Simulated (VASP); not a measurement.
# Cr (Fd-3m) in VASP: further runs, part 2 of 2

VASP 6.6.1. The steps go on from the part before.

### Step 5. Single point, LDA

This run uses another cell than the first one, of 15.09 Å³/atom.

Input file INCAR:

```
ALGO = Normal ; EDIFF = 1E-6
ENCUT = 520 ; ISIF = 2
ISMEAR = -1 ; LASPH = True
LCHARG = False ; LREAL = False
LWAVE = False ; NBANDS = 19
NELM = 100 ; PREC = Accurate
SIGMA = 0.1
```

Input file KPOINTS:

```
k-points
0
Gamma
  18 18 18
```

Input file POSCAR:

```
Cr
1.0
    0.0000000000      2.4713809558      2.4713809558
    2.4713809558      0.0000000000      2.4713809558
    2.4713809558      2.4713809558      0.0000000000
Cr
2
Direct
    0.1250000000      0.1250000000      0.1250000000
    0.8750000000      0.8750000000      0.8750000000
```

Potentials or basis: VASP PAW LDA potentials, release 64 (Cr_pv).

Command:

```console
> cat potpaw_LDA.64/Cr_pv/POTCAR > POTCAR
> mpirun -np 1 vasp_std > vasp.out
```

OUTCAR:

```text
EDIFF = 1E-6
   ENCUT = 520
   ISIF = 2
   ISMEAR = -1
   LASPH = True
   LREAL = False
   NELM = 100
   PREC = Accurate

 ion  position               nearest neighbor table
   1  0.125  0.125  0.125-   2 2.14   2 2.14   2 2.14   2 2.14
   2  0.875  0.875  0.875-   1 2.14   1 2.14   1 2.14   1 2.14

  LATTYP: Found a face centered cubic cell.
 ALAT       =     4.9427619116

  Lattice vectors:

 A1 = (   0.0000000000,   2.4713809558,   2.4713809558)
 A2 = (   2.4713809558,   0.0000000000,   2.4713809558)
 A3 = (   2.4713809558,   2.4713809558,   0.0000000000)

Analysis of symmetry for initial positions (statically):
=====================================================================
 Subroutine PRICEL returns:
 Original cell was already a primitive cell.

 Routine SETGRP: Setting up the symmetry group for a
 face centered cubic supercell.

 Subroutine GETGRP returns: Found 48 space group operations
 (whereof 12 operations were pure point group operations)
 out of a pool of 48 trial point group operations.

The static configuration has the point symmetry D_3d.
 The point group associated with its full space group is O_h .

[... 155 lines left out ...]
  ext. energy  EPLUGINS =         0.00000000
  ---------------------------------------------------
  free energy    TOTEN  =       -16.84987793 eV

  energy without entropy =      -16.73172031  energy(sigma->0) =      -16.79079912

 E-fermi :   7.0564     XC(G=0): -12.0979

 val. band max:        7.0529292578   @ k =  -0.4444   0.3333   0.0000
 cond. band min:       7.0591505803   @ k =   0.4444   0.0000   0.0000
 fundamental gap:      0.0062213225
 Fermi energy:         7.0563673315

 k-point     1 :       0.0000    0.0000    0.0000
  band No.  band energies     occupation
      1     -35.3449      2.00000
      2     -35.3449      2.00000
      3     -35.3449      2.00000
      4     -34.3152      2.00000
      5     -34.3152      2.00000
      6     -34.3152      2.00000
[... 505 lines left out ...]
      6     -34.2239      2.00000
[... 11 lines left out ...]
     18      13.7079      0.00000
     19      13.7095      0.00000

 [... further k-points ...]
[... 5 lines left out ...]
  --------------------------------------------------------------------------------------
  -------------------------------------------------------------------------------------
  Total        0.1333999      0.1333999      0.1333999      0.0000000     -0.0000000     -0.0000000
  in kB        7.0797353      7.0797353      7.0797353      0.0000000     -0.0000000     -0.0000000
  external PRESSURE =       7.0797353 kB  Pullay stress =       0.0000000 kB

 VOLUME and BASIS-vectors are now :
 -----------------------------------------------------------------------------
  energy-cutoff  :      520.00
  volume of cell :       30.19
      direct lattice vectors                 reciprocal lattice vectors
     0.000000000  2.471380956  2.471380956    -0.202316037  0.202316037  0.202316037
     2.471380956  0.000000000  2.471380956     0.202316037 -0.202316037  0.202316037
     2.471380956  2.471380956  0.000000000     0.202316037  0.202316037 -0.202316037

 POSITION                                       TOTAL-FORCE (eV/Angst)
 -----------------------------------------------------------------------------------
      0.61785      0.61785      0.61785        -0.000000     -0.000000     -0.000000
      4.32492      4.32492      4.32492         0.000000      0.000000      0.000000
 -----------------------------------------------------------------------------------
    total drift:                                0.000000     -0.000000     -0.000000

  FREE ENERGIE OF THE ION-ELECTRON SYSTEM (eV)
  ---------------------------------------------------
  free  energy   TOTEN  =       -16.8498779262 eV

  energy  without entropy=      -16.7317203106  energy(sigma->0) =      -16.79079912
```

OSZICAR:

```text
N       E                     dE             d eps       ncg     rms          rms(c)
DAV:   1     0.248190007613E+03    0.24819E+03   -0.14607E+04  7418   0.151E+03
DAV:   2    -0.952423908993E+01   -0.25771E+03   -0.25214E+03  7497   0.430E+02
DAV:   3    -0.176865975246E+02   -0.81624E+01   -0.80313E+01  7946   0.939E+01
DAV:   4    -0.178037257268E+02   -0.11713E+00   -0.11697E+00  9767   0.102E+01
DAV:   5    -0.178064672836E+02   -0.27416E-02   -0.27271E-02  8758   0.146E+00    0.100E+01
DAV:   6    -0.169117583266E+02    0.89471E+00   -0.55294E+00  7975   0.245E+01    0.187E+00
DAV:   7    -0.168648776028E+02    0.46881E-01   -0.19458E-01  8010   0.482E+00    0.142E+00
DAV:   8    -0.168498398996E+02    0.15038E-01   -0.15353E-02  8242   0.106E+00    0.493E-02
DAV:   9    -0.168498641913E+02   -0.24292E-04   -0.91751E-04  9982   0.291E-01    0.397E-02
DAV:  10    -0.168498769292E+02   -0.12738E-04   -0.24566E-05  9504   0.376E-02    0.117E-02
DAV:  11    -0.168498779262E+02   -0.99701E-06   -0.80949E-07  5223   0.105E-02
   1 F= -.16849878E+02 E0= -.16790799E+02  d E =-.118158E+00
```

stdout:

```text
POSCAR found type information on POSCAR Cr
 POSCAR found :  1 types and       2 ions
 scaLAPACK will be used
 LDA part: xc-table for (Slater(with rela. corr.)+CA(PZ))
 , standard interpolation
 POSCAR, INCAR and KPOINTS ok, starting setup
 FFT: planning ... GRIDC
 FFT: planning ... GRID_SOFT
 FFT: planning ... GRID
 WAVECAR not read
 entering main loop
```

Run time: 2 min. Hardware: 1 thread of Intel Xeon 8259CL, shared host; peak memory 0.21 GiB.

What came out:

| Quantity | Value |
| --- | --- |
| Free energy | -16.8499 eV |
| Pressure | 0.7 GPa |
| Band gap on the k mesh | zero (bands 12 and 13 overlap by 0.56 eV) |

Levels at points of the mesh, in eV from the Fermi level:
```tsv
k point	band 9	band 10	band 11	band 12	band 13	band 14	band 15	band 16
(0.00, 0.00, 0.00)	-1.87	-1.18	-1.18	-1.18	1.13	1.13	1.13	3.42
(0.50, 0.00, 0.00)	-1.75	-1.75	-1.26	-1.26	0.11	1.96	1.96	3.03
(0.50, 0.50, 0.00)	-1.16	-1.16	0.09	0.09	0.70	0.70	3.29	3.29
```

Caveat: the run has no spin polarisation, though such a crystal can be magnetic. Spin polarisation is off, so any magnetic state and its effect on volume and gap are missing.

### Step 6. Single point, LDA (15.09 Å³/atom)

This run uses another cell than the first one, of 15.09 Å³/atom.

Input file INCAR:

```
ALGO = Normal
EDIFF = 1E-6
ENCUT = 520
GGA = CA
ISIF = 2
ISMEAR = -1
LASPH = True
LCHARG = True
LELF = True
LREAL = False
LVHAR = True
LWAVE = False
NBANDS = 19
NELM = 100
PREC = Accurate
SIGMA = 0.1
```

KPOINTS is that of step 5.

POSCAR is that of step 5.

Potentials or basis: VASP PAW LDA potentials, release 64 (Cr_pv).

Command:

```console
> cat potpaw_LDA.64/Cr_pv/POTCAR > POTCAR
> mpirun -np 1 vasp_std > vasp.out
```

OUTCAR:

```text
EDIFF = 1E-6
   ENCUT = 520
   GGA = CA
   ISIF = 2
   ISMEAR = -1
   LASPH = True
   LREAL = False
   NELM = 100
   PREC = Accurate

 ion  position               nearest neighbor table
   1  0.125  0.125  0.125-   2 2.14   2 2.14   2 2.14   2 2.14
   2  0.875  0.875  0.875-   1 2.14   1 2.14   1 2.14   1 2.14

  LATTYP: Found a face centered cubic cell.
 ALAT       =     4.9427619116

  Lattice vectors:

 A1 = (   0.0000000000,   2.4713809558,   2.4713809558)
[... 189 lines left out ...]
      2     -35.3449      2.00000
      3     -35.3449      2.00000
      4     -34.3152      2.00000
      5     -34.3152      2.00000
      6     -34.3152      2.00000
[... 505 lines left out ...]
      6     -34.2239      2.00000
[... 11 lines left out ...]
     18      13.7079      0.00000
     19      13.7095      0.00000

 [... further k-points ...]
[... 5 lines left out ...]
  --------------------------------------------------------------------------------------
  -------------------------------------------------------------------------------------
  Total        0.1333999      0.1333999      0.1333999      0.0000000     -0.0000000     -0.0000000
  in kB        7.0797353      7.0797353      7.0797353      0.0000000     -0.0000000     -0.0000000
  external PRESSURE =       7.0797353 kB  Pullay stress =       0.0000000 kB

 VOLUME and BASIS-vectors are now :
 -----------------------------------------------------------------------------
  energy-cutoff  :      520.00
  volume of cell :       30.19
      direct lattice vectors                 reciprocal lattice vectors
     0.000000000  2.471380956  2.471380956    -0.202316037  0.202316037  0.202316037
     2.471380956  0.000000000  2.471380956     0.202316037 -0.202316037  0.202316037
     2.471380956  2.471380956  0.000000000     0.202316037  0.202316037 -0.202316037

 POSITION                                       TOTAL-FORCE (eV/Angst)
 -----------------------------------------------------------------------------------
      0.61785      0.61785      0.61785        -0.000000     -0.000000     -0.000000
      4.32492      4.32492      4.32492         0.000000      0.000000      0.000000
 -----------------------------------------------------------------------------------
    total drift:                                0.000000     -0.000000     -0.000000

  FREE ENERGIE OF THE ION-ELECTRON SYSTEM (eV)
  ---------------------------------------------------
  free  energy   TOTEN  =       -16.8498779262 eV

  energy  without entropy=      -16.7317203106  energy(sigma->0) =      -16.79079912
```

OSZICAR:

```text
N       E                     dE             d eps       ncg     rms          rms(c)
DAV:   1     0.248190007613E+03    0.24819E+03   -0.14607E+04  7418   0.151E+03
DAV:   2    -0.952423908993E+01   -0.25771E+03   -0.25214E+03  7497   0.430E+02
DAV:   3    -0.176865975246E+02   -0.81624E+01   -0.80313E+01  7946   0.939E+01
DAV:   4    -0.178037257268E+02   -0.11713E+00   -0.11697E+00  9767   0.102E+01
DAV:   5    -0.178064672836E+02   -0.27416E-02   -0.27271E-02  8758   0.146E+00    0.100E+01
DAV:   6    -0.169117583266E+02    0.89471E+00   -0.55294E+00  7975   0.245E+01    0.187E+00
DAV:   7    -0.168648776028E+02    0.46881E-01   -0.19458E-01  8010   0.482E+00    0.142E+00
DAV:   8    -0.168498398996E+02    0.15038E-01   -0.15353E-02  8242   0.106E+00    0.493E-02
DAV:   9    -0.168498641913E+02   -0.24292E-04   -0.91751E-04  9982   0.291E-01    0.397E-02
DAV:  10    -0.168498769292E+02   -0.12738E-04   -0.24566E-05  9504   0.376E-02    0.117E-02
DAV:  11    -0.168498779262E+02   -0.99701E-06   -0.80949E-07  5223   0.105E-02
   1 F= -.16849878E+02 E0= -.16790799E+02  d E =-.118158E+00
```

It took 2.1 min on 1 thread of Intel Xeon 8259CL, shared host; peak memory 0.21 GiB.

What came out:

| Property | Result |
| --- | --- |
| Free energy | -16.8499 eV |
| Pressure | 0.7 GPa |
| Band gap on the k mesh | zero (bands 12 and 13 overlap by 0.56 eV) |

Levels at points of the mesh, in eV from the Fermi level:
| k point | band 8 | band 9 | band 10 | band 11 | band 12 | band 13 | band 14 | band 15 | band 16 | band 17 |
| --- | --- | --- | --- | --- | --- | --- | --- | --- | --- | --- |
| (0.00, 0.00, 0.00) | -1.87 | -1.87 | -1.18 | -1.18 | -1.18 | 1.13 | 1.13 | 1.13 | 3.42 | 3.42 |
| (0.50, 0.00, 0.00) | -2.21 | -1.75 | -1.75 | -1.26 | -1.26 | 0.11 | 1.96 | 1.96 | 3.03 | 3.03 |
| (0.50, 0.50, 0.00) | -3.03 | -1.16 | -1.16 | 0.09 | 0.09 | 0.70 | 0.70 | 3.29 | 3.29 | 4.46 |

Caveat: the run has no spin polarisation, though such a crystal can be magnetic.

### Step 7. The runs side by side

| cell | gap on the mesh (eV) | pressure (GPa) |
| --- | --- | --- |
| a = 3.349 Å, angles 60.0°, 2 atoms | none | 22.8 |
| a = 3.399 Å, angles 60.0°, 2 atoms | none | 13.7 |
| a = 3.448 Å, angles 60.0°, 2 atoms | none | 6.6 |
| a = 3.495 Å, angles 60.0°, 2 atoms | none | 0.7 |

Alike in all rows: task single point; level LDA; potentials or basis VASP PAW LDA potentials, release 64 (Cr_pv); no spin polarisation; k mesh 18 × 18 × 18; cutoff (eV) 520; smearing fermi-dirac 0.1 eV.

Caveats: the run has no spin polarisation, though such a crystal can be magnetic; the cell stands under pressure (at least some runs).

Total energies depend on the potentials used, so only differences within one code and one set of settings carry meaning.
